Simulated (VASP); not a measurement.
# Ti in VASP: a series of runs

The runs below take Ti through single point, with LDA.

All numbers are computed with VASP 6.6.1; they aren't measurements. Logs are shortened: lines on timing, memory, paths and dates and some standing lists are left out, and cuts for length are marked.

**1. The cell of the first run**

The cell holds a slab with vacuum, 6 atoms: a = 2.864 Å, b = 4.538 Å, c = 21.788 Å, α = 90.00°, β = 90.00°, γ = 90.00°.

**2. Single point, LDA**

The input, INCAR:

```
  ALGO = Normal
  DIPOL = 0.5 0.5 0.500
  EDIFF = 1E-6
  ENCUT = 520
  IDIPOL = 3
  ISIF = 2
  ISMEAR = -1
  LASPH = T
  LCHARG = F
  LDIPOL = T
  LREAL = F
  LWAVE = F
  NBANDS = 45
  NELM = 80
  PREC = Accurate
  SIGMA = 0.1
```

The input, KPOINTS:

```
k-points
0
Gamma
  14 9 1
```

The input, POSCAR:

```
Ti
1.0
    2.8642820353      0.0000000000      0.0000000000
    0.0000000000      4.5377959650      0.0000000000
    0.0000000000      0.0000000000     21.7879000000
Ti
6
Direct
    0.7500000000      0.7500000000      0.3709971668
    0.2500000000      0.2500000000      0.4094118821
    0.2500000000      0.7500000000      0.4784473556
    0.7500000000      0.2500000000      0.5215526485
    0.7500000000      0.7500000000      0.5905881168
    0.2500000000      0.2500000000      0.6290028302
```

Potentials or basis: VASP PAW LDA potentials, release 64 (Ti_sv).

Launch:

```
$ cat potpaw_LDA.64/Ti_sv/POTCAR > POTCAR
$ mpirun -np 1 vasp_std > vasp.out
```

OUTCAR:

```text
EDIFF = 1E-6
   ENCUT = 520
   ISIF = 2
   ISMEAR = -1
   LASPH = T
   LREAL = F
   NELM = 80
   PREC = Accurate

 ion  position               nearest neighbor table
   1  0.750  0.750  0.371-   3 2.74   3 2.74   2 2.81   2 2.81   2 2.81   2 2.81
   2  0.250  0.250  0.409-   3 2.72   3 2.72   1 2.81   1 2.81   1 2.81   1 2.81   4 2.83   4 2.83

   3  0.250  0.750  0.478-   2 2.72   2 2.72   1 2.74   1 2.74   5 2.83   5 2.83   4 2.84   4 2.84
                             4 2.84   4 2.84
   4  0.750  0.250  0.522-   5 2.72   5 2.72   6 2.74   6 2.74   2 2.83   2 2.83   3 2.84   3 2.84
                             3 2.84   3 2.84
   5  0.750  0.750  0.591-   4 2.72   4 2.72   6 2.81   6 2.81   6 2.81   6 2.81   3 2.83   3 2.83

   6  0.250  0.250  0.629-   4 2.74   4 2.74   5 2.81   5 2.81   5 2.81   5 2.81

  LATTYP: Found a simple orthorhombic cell.
 ALAT       =     2.8642820353
 B/A-ratio  =     1.5842699528
 C/A-ratio  =     7.6067579001

  Lattice vectors:

 A1 = (   2.8642820353,   0.0000000000,   0.0000000000)
 A2 = (   0.0000000000,   4.5377959650,   0.0000000000)
 A3 = (   0.0000000000,   0.0000000000,  21.7879000000)

Analysis of symmetry for initial positions (statically):
=====================================================================
 Subroutine PRICEL returns:
 Original cell was already a primitive cell.

 Routine SETGRP: Setting up the symmetry group for a
 simple orthorhombic supercell.

 Subroutine GETGRP returns: Found  8 space group operations
 (whereof  2 operations were pure point group operations)
 out of a pool of  8 trial point group operations.

The static configuration has the point symmetry S_2 .
 The point group associated with its full space group is D_2h.

Analysis of symmetry for dynamics (positions and initial velocities):
=====================================================================
 Subroutine PRICEL returns:
 Original cell was already a primitive cell.

 Routine SETGRP: Setting up the symmetry group for a
 simple orthorhombic supercell.

 Subroutine GETGRP returns: Found  8 space group operations
 (whereof  2 operations were pure point group operations)
 out of a pool of  8 trial point group operations.

The dynamic configuration has the point symmetry S_2 .
 The point group associated with its full space group is D_2h.

 Subroutine INISYM returns: Found  8 space group operations
 (whereof  2 operations are pure point group operations),
 and found     1 'primitive' translations

[... 112 lines left out ...]
   PSTRESS=    0.0 pullay stress
   NELECT =      72.0000    total number of electrons
   NUPDOWN=      -1.0000    fix difference up-down
   EMIN   =  10.00;   EMAX   =-10.00  energy-range for DOS
   EFERMI =   0.00;   METHOD = LEGACY
   ISMEAR =    -1;   SIGMA  =   0.10  broadening in eV -4-tet -1-fermi 0-gaus
   EFERMI_NEDOS =   21; number of points for ismear=-14 and -15
   IALGO  =     38    algorithm
   IMIX   =      4    mixing-type and parameters
     AMIX     =   0.40;   BMIX     =  1.00
     AMIX_MAG =   1.60;   BMIX_MAG =  1.00
  volume/ion in A,a.u.               =      47.20       318.51
  Fermi-wavevector in a.u.,A,eV,Ry     =   1.037115  1.959863 14.634532  1.075608
  Thomas-Fermi vector in A             =   2.171538
   LORBIT       =      0    0 simple, 1 ext, 2 COOP (PROOUT), +10 PAW based schemes
   GGA     = CA    functional components
   LHFCALC =     F    Hartree Fock is set to
   AEXX    =    0.0000 exact exchange contribution
   IVDW    =     0    specifies the selected vdW correction
   LEPSILON=     F    determine dielectric tensor
   LRPA    =     F    only Hartree local field effects (RPA)
 non-spin polarized calculation
  energy-cutoff  :      520.00
  volume of cell :      283.19
 maximum number of plane-waves:      7678
 NGX is ok and might be reduce to    24
   NGX = 11   NGY = 17   NGZ = 81

 dipolmoment           0.000000      0.000000      0.000000 electrons x Angstroem

 number of electron      72.0000008 magnetization

 dipolmoment           0.000000      0.000000     -0.000000 electrons x Angstroem

 Free energy of the ion-electron system (eV)
  ---------------------------------------------------
  ext. energy  EPLUGINS =         0.00000000
  ---------------------------------------------------
  free energy    TOTEN  =       -47.77713825 eV

  energy without entropy =      -47.46414506  energy(sigma->0) =      -47.62064166

 E-fermi :   0.4566     XC(G=0):  -5.1468

 val. band max:        0.4484523930   @ k =   0.2857   0.2222   0.0000
 cond. band min:       0.4599038769   @ k =   0.0000   0.3333   0.0000
 fundamental gap:      0.0114514839
 Fermi energy:         0.4566420547

 k-point     1 :       0.0000    0.0000    0.0000
  band No.  band energies     occupation
      1     -55.7165      2.00000
      2     -55.7097      2.00000
      3     -55.4779      2.00000
      4     -55.4071      2.00000
      5     -55.3503      2.00000
      6     -55.3155      2.00000
[... 1141 lines left out ...]
     44       1.8608      0.00000
     45       2.3783      0.00000

 [... further k-points ...]

------------------------ aborting loop because EDIFF is reached ----------------------------------------

 vacuum level on the upper side and lower side of the slab       (xc-potential included)        -0.151        -0.151

  FORCE on cell =-STRESS in cart. coord.  units (eV):
  Direction    XX          YY          ZZ          XY          YZ          ZX
  --------------------------------------------------------------------------------------
  -------------------------------------------------------------------------------------
  Total       -3.6355730     -2.0308378     -0.0939367      0.0000000      0.0000000      0.0000000
  in kB      -20.5687231    -11.4897267     -0.5314589      0.0000000      0.0000000      0.0000000
  external PRESSURE =     -10.8633029 kB  Pullay stress =       0.0000000 kB

 VOLUME and BASIS-vectors are now :
 -----------------------------------------------------------------------------
  energy-cutoff  :      520.00
  volume of cell :      283.19
      direct lattice vectors                 reciprocal lattice vectors
     2.864282035  0.000000000  0.000000000     0.349127630  0.000000000  0.000000000
     0.000000000  4.537795965  0.000000000     0.000000000  0.220371301  0.000000000
     0.000000000  0.000000000 21.787900000     0.000000000  0.000000000  0.045897035

 POSITION                                       TOTAL-FORCE (eV/Angst)
 -----------------------------------------------------------------------------------
      2.14821      3.40335      8.08325        -0.000000     -0.000000      0.008352
      0.71607      1.13445      8.92023         0.000000      0.000000      0.004457
      0.71607      3.40335     10.42436        -0.000000      0.000000     -0.002955
      2.14821      1.13445     11.36354        -0.000000      0.000000      0.002955
      2.14821      3.40335     12.86767        -0.000000      0.000000     -0.004457
      0.71607      1.13445     13.70465         0.000000     -0.000000     -0.008352
 -----------------------------------------------------------------------------------
    total drift:                                0.000000      0.000000     -0.000006

  FREE ENERGIE OF THE ION-ELECTRON SYSTEM (eV)
  ---------------------------------------------------
  free  energy   TOTEN  =       -47.7771382506 eV

  energy  without entropy=      -47.4641450643  energy(sigma->0) =      -47.62064166

 vacuum level on the upper side and lower side of the slab         4.447         4.447
```

OSZICAR:

```text
N       E                     dE             d eps       ncg     rms          rms(c)
DAV:   1     0.895521965364E+03    0.89552E+03   -0.39793E+04  4200   0.161E+03
DAV:   2     0.698535371805E+02   -0.82567E+03   -0.81249E+03  3736   0.517E+02
DAV:   3    -0.328593542859E+02   -0.10271E+03   -0.10004E+03  5840   0.160E+02
[... 22 lines left out ...]
DAV:  26    -0.477771268451E+02   -0.58897E-05   -0.45532E-07  2489   0.433E-03    0.253E-03
DAV:  27    -0.477771312857E+02   -0.44406E-05   -0.17675E-07  2269   0.274E-03    0.158E-03
DAV:  28    -0.477771364455E+02   -0.51598E-05   -0.29943E-07  2436   0.225E-03    0.869E-04
DAV:  29    -0.477771379097E+02   -0.14643E-05   -0.10658E-07  2218   0.233E-03    0.379E-04
DAV:  30    -0.477771382506E+02   -0.34087E-06   -0.57862E-08  2205   0.121E-03
   1 F= -.47777138E+02 E0= -.47620642E+02  d E =-.312993E+00
```

stdout:

```text
POSCAR found type information on POSCAR Ti
 POSCAR found :  1 types and       6 ions
 scaLAPACK will be used
 LDA part: xc-table for (Slater(with rela. corr.)+CA(PZ))
 , standard interpolation
 POSCAR, INCAR and KPOINTS ok, starting setup
 FFT: planning ... GRIDC
 FFT: planning ... GRID_SOFT
 FFT: planning ... GRID
 WAVECAR not read
 entering main loop
```

Wall time 24 min (1 thread of AMD EPYC 7R13, shared host); peak memory 0.51 GiB.

Results:

* Free energy: -47.7771 eV
* Largest force: 0.008 eV/Å
* Band gap on the k mesh: zero (bands 36 and 37 overlap by 0.41 eV)

Forces on the atoms (eV/Å):
```
Ti   0.000  0.000  0.008
Ti   0.000  0.000  0.004
Ti   0.000  0.000 -0.003
Ti   0.000  0.000  0.003
Ti   0.000  0.000 -0.004
Ti   0.000  0.000 -0.008
```

Levels at points of the mesh, in eV from the Fermi level:
```tsv
k point	band 33	band 34	band 35	band 36	band 37	band 38	band 39	band 40
(0.00, 0.00, 0.00)	-0.47	-0.35	-0.03	0.13	0.52	0.57	0.58	0.97
(0.50, 0.00, 0.00)	-0.98	-0.98	-0.86	-0.86	0.49	0.49	0.53	0.53
```

**3. Single point, LDA**

The input, INCAR:

```
SYSTEM = Ti
PREC     = Accurate       ! precision mode
ENCUT    = 520            ! plane-wave cutoff, eV
EDIFF    = 1E-6           ! SCF threshold, eV
ISMEAR   = -1             ! smearing method
SIGMA    = 0.1            ! smearing width, eV
LREAL    = .FALSE.        ! projectors in reciprocal space
LASPH    = .TRUE.         ! aspherical terms in the spheres
NELM     = 100            ! most SCF steps
ALGO     = Normal         ! electronic algorithm
ISIF     = 2              ! what is computed and relaxed
LWAVE    = .FALSE.        ! write WAVECAR
LCHARG   = .FALSE.        ! write CHGCAR
LDIPOL   = .TRUE.       
IDIPOL   = 3            
DIPOL    = 0.5 0.5 0.500
GGA      = CA             ! functional
NBANDS   = 45             ! bands
```

The input, KPOINTS:

```
Automatic mesh
0
G
  14 9 1
  0 0 0
```

The input, POSCAR:

```
Ti
1.0
    2.8642820353      0.0000000000      0.0000000000
    0.0000000000      4.5377959650      0.0000000000
    0.0000000000      0.0000000000     21.7879000000
Ti
6
Direct
    0.7500000000      0.7500000000      0.3671756108
    0.2500000000      0.2500000000      0.4051254365
    0.2500000000      0.7500000000      0.4810250871
    0.7500000000      0.2500000000      0.5189749129
    0.7500000000      0.7500000000      0.5948745635
    0.2500000000      0.2500000000      0.6328243892
```

Potentials or basis: VASP PAW LDA potentials, release 64 (Ti_sv).

Launch:

```
$ cat potpaw_LDA.64/Ti_sv/POTCAR > POTCAR
$ mpirun -np 1 vasp_std > vasp.out
```

Wall time 34 min (1 thread of Intel Xeon 8259CL, shared host); peak memory 0.51 GiB.

The run converged. Its results:

```
Free energy            : -47.7056 eV
Largest force          : 0.405 eV/Å
Band gap on the k mesh : zero (bands 36 and 37 overlap by 0.37 eV)
```

Forces on the atoms (eV/Å):
```
Ti   0.000  0.000  0.405
Ti   0.000  0.000  0.200
Ti   0.000  0.000 -0.239
Ti   0.000  0.000  0.239
Ti   0.000  0.000 -0.200
Ti   0.000  0.000 -0.405
```

Levels at points of the mesh, in eV from the Fermi level:
```csv
k point,band 33,band 34,band 35,band 36,band 37,band 38,band 39,band 40
"(0.00, 0.00, 0.00)",-0.56,-0.48,-0.05,0.17,0.41,0.59,0.79,0.98
"(0.50, 0.00, 0.00)",-0.97,-0.97,-0.84,-0.84,0.29,0.29,0.49,0.49
```
